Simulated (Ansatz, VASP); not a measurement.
Two plane-wave programs on PbO

```
Pb O
1.0
     3.85517    0.00000    0.00000
     0.00000    3.85517    0.00000
     0.00000    0.00000    5.02200
Pb O
2 2
Direct
  0.00000 0.50000 0.23510
  0.50000 0.00000 0.76490
  0.00000 0.00000 0.00000
  0.50000 0.50000 0.00000
```

Change from the starting cell: strain -0.030 along x and y, +0.000 along z, atoms carried along.

Alike in both runs: task single point; functional PBE; k mesh 8 × 8 × 6; occupations gaussian, width 0.05 eV; no spin polarisation.

|  | VASP | Ansatz |
| --- | --- | --- |
| version | VASP 6.6.1 | Ansatz 0.2.0 |
| potentials or method | VASP PAW PBE potentials, release 64 (Pb_d, O), cutoff 520 eV | scalar-relativistic, plane waves, PAW |
| valence electrons in the cell | 40 | 40 |

```tsv
	VASP	Ansatz	Ansatz less VASP
gap on the k mesh at the Fermi level (eV)	1.05	1.04	-0.011
least direct gap on the mesh (eV)	2.44	2.44	-0.003
pressure (GPa)	11.9	11.8	-0.13
traceless stress, the component that is largest in VASP (GPa)	-2.36	-2.36	+0.008
rms of the force components (eV/Å)	0.546	0.524	-0.0218
```

Atom by atom the forces differ by 0.022 eV/Å (rms over components). With one functional, cell and mesh, what is left measures potentials, basis and numerics.

Spin-orbit coupling is off throughout.
